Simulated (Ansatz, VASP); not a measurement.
# One calculation of K, two programs

```
K
1.0
     0.00000    2.64171    2.64171
     2.64171    0.00000    2.64171
     2.64171    2.64171    0.00000
K
1
Direct
  0.00000 0.00000 0.00000
```

Change from the starting cell: volume scaled by 0.5, LAPW.

Alike in both runs: task single point; functional PBE; k mesh 10 × 10 × 10; occupations fermi-dirac, width 0.1 eV; no spin polarisation.

```csv
,VASP,Ansatz
version,VASP 6.6.1,Ansatz 0.2.0
potentials or method,"VASP PAW PBE potentials, release 64 (K_sv), cutoff 520 eV","all-electron LAPW, scalar-relativistic"
```

```tsv
	VASP	Ansatz	Ansatz less VASP
pressure (GPa)	8.9	8.9	+0.01
```

Ansatz ran all-electron here, and VASP with PAW potentials.
